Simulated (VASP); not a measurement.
# NaF (P3_212) in VASP: notebook

NaF is run at these levels: PBE; tasks: single point.

All numbers are computed with VASP 6.6.1; they aren't measurements. Logs are shortened: lines on timing, memory, paths and dates and some standing lists are left out, and cuts for length are marked.

## (1) The cell of the first run

The structure is trigonal, space group P3_212 (No. 153). The conventional cell has a = 3.719 Å, b = 3.719 Å, c = 6.080 Å, α = 90.00°, β = 90.00°, γ = 120.00°. Within 2.8 Å of Na (site symmetry 2) lie 5 F at 2.09 to 2.28 Å and 4 Na at 2.72 to 2.79 Å. Within 2.8 Å of F (site symmetry 2) lie 5 Na at 2.09 to 2.28 Å and 4 F at 2.72 to 2.79 Å.

The cell was built from a structure type or drawn by symmetry, and may not be a known phase.

## (2) Single point, PBE

INCAR

```
PREC = Accurate ; ENCUT = 520
EDIFF = 1E-7 ; ISMEAR = 0
SIGMA = 0.1 ; LREAL = False
LASPH = True ; NELM = 100
ALGO = Normal ; ISIF = 2
LWAVE = False ; LCHARG = False
GGA = PE ; NBANDS = 30
```

KPOINTS

```
regular mesh
0
Gamma
  6 6 4
```

POSCAR

```
NaF
1.0
    3.7193872900      0.0000000000      0.0000000000
   -1.8596936500      3.2210838800      0.0000000000
    0.0000000000      0.0000000000      6.0799109500
Na F
3 3
Direct
    0.1620798500      0.8379201500      0.6666666700
    0.1620798500      0.3241597000      0.3333333300
    0.6758403000      0.8379201500      0.0000000000
    0.8379201500      0.1620798500      0.6666666700
    0.8379201500      0.6758403000      0.3333333300
    0.3241597000      0.1620798500      0.0000000000
```

Potentials or basis: VASP PAW PBE potentials, release 64 (Na_pv, F).

Started as:

```console
> cat potpaw_PBE.64/Na_pv/POTCAR potpaw_PBE.64/F/POTCAR > POTCAR
> mpirun -np 1 vasp_std > vasp.out
```

OUTCAR:

```text
PREC = Accurate
   ENCUT = 520
   EDIFF = 1E-7
   ISMEAR = 0
   LREAL = False
   LASPH = True
   NELM = 100
   ISIF = 2
   GGA = PE

 ion  position               nearest neighbor table
   1  0.162  0.838  0.667-   4 2.09   4 2.18   4 2.18   6 2.28   5 2.28   3 2.72   2 2.72   3 2.79
                             2 2.79
   2  0.162  0.324  0.333-   5 2.09   5 2.18   5 2.18   6 2.28   4 2.28   3 2.72   1 2.72   3 2.79
                             1 2.79
   3  0.676  0.838  0.000-   6 2.09   6 2.18   6 2.18   4 2.28   5 2.28   2 2.72   1 2.72   2 2.79
                             1 2.79
   4  0.838  0.162  0.667-   1 2.09   1 2.18   1 2.18   3 2.28   2 2.28
   5  0.838  0.676  0.333-   2 2.09   2 2.18   2 2.18   3 2.28   1 2.28
   6  0.324  0.162  0.000-   3 2.09   3 2.18   3 2.18   1 2.28   2 2.28

  LATTYP: Found a hexagonal cell.
 ALAT       =     3.7193872900
 C/A-ratio  =     1.6346539029

  Lattice vectors:

 A1 = (   3.7193872900,   0.0000000000,   0.0000000000)
 A2 = (  -1.8596936500,   3.2210838800,   0.0000000000)
 A3 = (   0.0000000000,   0.0000000000,   6.0799109500)

Analysis of symmetry for initial positions (statically):
=====================================================================
 Subroutine PRICEL returns:
 Original cell was already a primitive cell.

 Routine SETGRP: Setting up the symmetry group for a
 hexagonal supercell.

 Subroutine GETGRP returns: Found  6 space group operations
 (whereof  2 operations were pure point group operations)
 out of a pool of 24 trial point group operations.

The static configuration has the point symmetry C_2 .
 The point group associated with its full space group is D_3 .

Analysis of symmetry for dynamics (positions and initial velocities):
=====================================================================
 Subroutine PRICEL returns:
 Original cell was already a primitive cell.

 Routine SETGRP: Setting up the symmetry group for a
 hexagonal supercell.

 Subroutine GETGRP returns: Found  6 space group operations
 (whereof  2 operations were pure point group operations)
 out of a pool of 24 trial point group operations.

The dynamic configuration has the point symmetry C_2 .
 The point group associated with its full space group is D_3 .

 Subroutine INISYM returns: Found  6 space group operations
 (whereof  2 operations are pure point group operations),
 and found     1 'primitive' translations

----------------------------------------------------------------------------------------

                                     Primitive cell

  volume of cell :      72.8401

  direct lattice vectors                    reciprocal lattice vectors
     3.719387290  0.000000000  0.000000000     0.268861488  0.155227253  0.000000000
    -1.859693650  3.221083880  0.000000000     0.000000000  0.310454505  0.000000000
     0.000000000  0.000000000  6.079910950     0.000000000  0.000000000  0.164476093

  length of vectors
     3.719387290  3.719387293  6.079910950     0.310454505  0.310454505  0.164476093

  position of ions in fractional coordinates (direct lattice)
     0.162079850  0.837920150  0.666666670
     0.162079850  0.324159700  0.333333330
     0.675840300  0.837920150  0.000000000
     0.837920150  0.162079850  0.666666670
     0.837920150  0.675840300  0.333333330
     0.324159700  0.162079850  0.000000000

  ion indices of the primitive-cell ions
   primitive index   ion index
                 1           1
                 2           2
                 3           3
                 4           4
                 5           5
                 6           6

----------------------------------------------------------------------------------------

 KPOINTS: regular mesh

Automatic generation of k-mesh.
 Grid dimensions read from file:
 generate k-points for:    6    6    4

 Generating k-lattice:

  Cartesian coordinates                     Fractional coordinates (reciprocal lattice)
     0.044810248  0.025871209  0.000000000     0.166666667  0.000000000  0.000000000
     0.000000000  0.051742417  0.000000000     0.000000000  0.166666667  0.000000000
     0.000000000  0.000000000  0.041119023     0.000000000  0.000000000  0.250000000

  Length of vectors
     0.051742417  0.051742417  0.041119023

  Shift w.r.t. Gamma in fractional coordinates (k-lattice)
     0.000000000  0.000000000  0.000000000

 Subroutine IBZKPT returns following result:
 ===========================================

 Found     24 irreducible k-points:

 Following reciprocal coordinates:
            Coordinates               Weight
  0.000000  0.000000  0.000000      1.000000
  0.166667  0.000000  0.000000      6.000000
  0.333333  0.000000  0.000000      6.000000
  0.500000  0.000000  0.000000      3.000000
  0.166667  0.166667  0.000000      6.000000
  0.333333  0.166667  0.000000     12.000000
[... 16 lines left out ...]
  0.333333  0.166667  0.500000     12.000000
  0.333333  0.333333  0.500000      2.000000
   k-points           NKPTS =     24   k-points in BZ     NKDIM =     24   number of bands    NBANDS=     30
   number of dos      NEDOS =    301   number of ions     NIONS =      6
   total plane-waves  NPLWV =  37632
   dimension x,y,z NGX =    28 NGY =   28 NGZ =   48
   dimension x,y,z NGXF=    56 NGYF=   56 NGZF=   96
   ions per type =               3   3
   NGX,Y,Z   is equivalent  to a cutoff of  12.52, 12.52, 13.12 a.u.
   NGXF,Y,Z  is equivalent  to a cutoff of  25.03, 25.03, 26.25 a.u.
 SYSTEM =  unknown system
   PREC   = accura    normal or accurate (medium, high low for compatibility)
   ISTART =      0    job   : 0-new  1-cont  2-samecut
   ICHARG =      2    charge: 1-file 2-atom 10-const
   ISPIN  =      1    spin polarized calculation?
   LNONCOLLINEAR =      F non collinear calculations
   LSORBIT =      F    spin-orbit coupling
   LASPH  =      T    aspherical Exc in radial PAW
   ENCUT  =  520.0 eV  38.22 Ry    6.18 a.u.   6.92  6.92 11.30*2*pi/ulx,y,z
   NELM   =    100;   NELMIN=  2; NELMDL= -5     # of ELM steps
   EDIFF  = 0.1E-06   stopping-criterion for ELM
   LREAL  =      F    real-space projection
   EDIFFG = 0.1E-05   stopping-criterion for IOM
   NSW    =      0    number of steps for IOM
   IBRION =     -1    ionic relax: 0-MD 1-quasi-New 2-CG
   NFREE  =      0    steps in history (QN), initial steepest desc. (CG)
   ISIF   =      2    stress and relaxation
   ISYM   =      2    0-nonsym 1-usesym 2-fastsym
   POTIM  = 0.5000    time-step for ionic-motion
   TEBEG  =    0.0;   TEEND  =   0.0 temperature during run
   PSTRESS=    0.0 pullay stress
   NELECT =      42.0000    total number of electrons
   NUPDOWN=      -1.0000    fix difference up-down
   EMIN   =  10.00;   EMAX   =-10.00  energy-range for DOS
   EFERMI =   0.00;   METHOD = LEGACY
   ISMEAR =     0;   SIGMA  =   0.10  broadening in eV -4-tet -1-fermi 0-gaus
   EFERMI_NEDOS =   21; number of points for ismear=-14 and -15
   IALGO  =     38    algorithm
   IMIX   =      4    mixing-type and parameters
     AMIX     =   0.40;   BMIX     =  1.00
     AMIX_MAG =   1.60;   BMIX_MAG =  1.00
  volume/ion in A,a.u.               =      12.14        81.92
  Fermi-wavevector in a.u.,A,eV,Ry     =   1.362598  2.574937 25.261570  1.856673
  Thomas-Fermi vector in A             =   2.489074
   LORBIT       =      0    0 simple, 1 ext, 2 COOP (PROOUT), +10 PAW based schemes
   GGA     = PE    functional components
   LHFCALC =     F    Hartree Fock is set to
   AEXX    =    0.0000 exact exchange contribution
   IVDW    =     0    specifies the selected vdW correction
   LEPSILON=     F    determine dielectric tensor
   LRPA    =     F    only Hartree local field effects (RPA)
 non-spin polarized calculation
 Gauss-broadening in eV      SIGMA  =   0.10
  energy-cutoff  :      520.00
  volume of cell :       72.84
 maximum number of plane-waves:      1972
   NGX = 13   NGY = 13   NGZ = 23

 number of electron      42.0000005 magnetization

 Free energy of the ion-electron system (eV)
  ---------------------------------------------------
  ext. energy  EPLUGINS =         0.00000000
  ---------------------------------------------------
  free energy    TOTEN  =       -24.03684095 eV

  energy without entropy =      -24.03684095  energy(sigma->0) =      -24.03684095

 E-fermi :  -0.8150     XC(G=0):  -9.1566

 val. band max:       -1.2403265079   @ k =   0.0000   0.0000   0.0000
 cond. band min:       4.2115292782   @ k =   0.0000   0.0000   0.0000
 fundamental gap:      5.4518557861
 Fermi energy:        -0.8149559074

 k-point     1 :       0.0000    0.0000    0.0000
  band No.  band energies     occupation
      1     -21.4258      2.00000
      2     -21.4258      2.00000
      3     -21.3060      2.00000
      4     -21.0838      2.00000
      5     -21.0838      2.00000
      6     -21.0094      2.00000
[... 22 lines left out ...]
     29      15.5978      0.00000
     30      17.9906      0.00000

 k-point     2 :       0.1667    0.0000    0.0000
  band No.  band energies     occupation
      1     -21.5602      2.00000
      2     -21.4933      2.00000
      3     -21.4913      2.00000
      4     -21.1511      2.00000
      5     -21.0899      2.00000
      6     -21.0605      2.00000
[... 22 lines left out ...]
     29      16.2891      0.00000
     30      16.9345      0.00000

 k-point     3 :       0.3333    0.0000    0.0000
  band No.  band energies     occupation
      1     -21.7740      2.00000
      2     -21.7285      2.00000
      3     -21.6083      2.00000
      4     -21.1636      2.00000
      5     -21.0936      2.00000
      6     -21.0664      2.00000
[... 22 lines left out ...]
     29      15.9150      0.00000
     30      16.4410      0.00000

 k-point     4 :       0.5000    0.0000    0.0000
  band No.  band energies     occupation
      1     -21.8643      2.00000
      2     -21.8143      2.00000
      3     -21.6585      2.00000
      4     -21.1666      2.00000
      5     -21.0908      2.00000
      6     -21.0735      2.00000
[... 22 lines left out ...]
     29      15.3621      0.00000
     30      16.0042      0.00000

 k-point     5 :       0.1667    0.1667    0.0000
  band No.  band energies     occupation
      1     -21.7186      2.00000
      2     -21.6766      2.00000
      3     -21.5873      2.00000
      4     -21.1776      2.00000
      5     -21.0892      2.00000
      6     -21.0752      2.00000
[... 22 lines left out ...]
     29      16.0291      0.00000
     30      16.3745      0.00000
[... 526 lines left out ...]
     29      15.1123      0.00000
     30      15.2156      0.00000

 k-point    22 :       0.1667    0.1667    0.5000
  band No.  band energies     occupation
      1     -21.7995      2.00000
      2     -21.7202      2.00000
      3     -21.3896      2.00000
      4     -21.2620      2.00000
      5     -21.0987      2.00000
      6     -21.0415      2.00000
[... 22 lines left out ...]
     29      15.1115      0.00000
     30      16.5152      0.00000

 k-point    23 :       0.3333    0.1667    0.5000
  band No.  band energies     occupation
      1     -21.9371      2.00000
      2     -21.8237      2.00000
      3     -21.5196      2.00000
      4     -21.2460      2.00000
      5     -21.1184      2.00000
      6     -21.0450      2.00000
[... 22 lines left out ...]
     29      15.3576      0.00000
     30      16.1889      0.00000

 k-point    24 :       0.3333    0.3333    0.5000
  band No.  band energies     occupation
      1     -21.9769      2.00000
      2     -21.8289      2.00000
      3     -21.5873      2.00000
      4     -21.2474      2.00000
      5     -21.1142      2.00000
      6     -21.0392      2.00000
[... 22 lines left out ...]
     29      15.8162      0.00000
     30      16.4102      0.00000

------------------------ aborting loop because EDIFF is reached ----------------------------------------

  FORCE on cell =-STRESS in cart. coord.  units (eV):
  Direction    XX          YY          ZZ          XY          YZ          ZX
  --------------------------------------------------------------------------------------
  -------------------------------------------------------------------------------------
  Total        4.2635599      4.2635599      6.0377055     -0.0000000      0.0000000      0.0000000
  in kB       93.7804454     93.7804455    132.8042130     -0.0000001      0.0000000      0.0000000
  external PRESSURE =     106.7883680 kB  Pullay stress =       0.0000000 kB

 VOLUME and BASIS-vectors are now :
 -----------------------------------------------------------------------------
  energy-cutoff  :      520.00
  volume of cell :       72.84
      direct lattice vectors                 reciprocal lattice vectors
     3.719387290  0.000000000  0.000000000     0.268861488  0.155227253  0.000000000
    -1.859693650  3.221083880  0.000000000     0.000000000  0.310454505  0.000000000
     0.000000000  0.000000000  6.079910950     0.000000000  0.000000000  0.164476093

 POSITION                                       TOTAL-FORCE (eV/Angst)
 -----------------------------------------------------------------------------------
     -0.95544      2.69901      4.05327         0.242544     -0.140033      0.000000
     -0.00000      1.04415      2.02664        -0.000000      0.280066      0.000000
      0.95544      2.69901      0.00000        -0.242544     -0.140033      0.000000
      2.81513      0.52207      4.05327        -0.283166      0.163486     -0.000000
      1.85969      2.17694      2.02664         0.000000     -0.326972      0.000000
      0.90426      0.52207      0.00000         0.283166      0.163486      0.000000
 -----------------------------------------------------------------------------------
    total drift:                               -0.000032     -0.000001     -0.000000

  FREE ENERGIE OF THE ION-ELECTRON SYSTEM (eV)
  ---------------------------------------------------
  free  energy   TOTEN  =       -24.0368409539 eV

  energy  without entropy=      -24.0368409539  energy(sigma->0) =      -24.03684095
```

It took 25 s on 1 thread of Intel Xeon 6975P-C (Granite Rapids), shared host; peak memory 0.2 GiB.

What came out:

```
Free energy            : -24.0368 eV
Pressure               : 10.7 GPa
Largest force          : 0.327 eV/Å
Band gap on the k mesh : 5.45 eV
```

Forces in eV/Å, atoms in the order of the input:
```
Na   0.243 -0.140  0.000
Na   0.000  0.280  0.000
Na  -0.243 -0.140  0.000
F   -0.283  0.163  0.000
F    0.000 -0.327  0.000
F    0.283  0.163  0.000
```

Stress tensor (GPa, compression positive):
```
 9.38  0.00  0.00
 0.00  9.38  0.00
 0.00  0.00 13.28
```

Caveat: the cell stands under pressure.

[end of part 1 of 2]
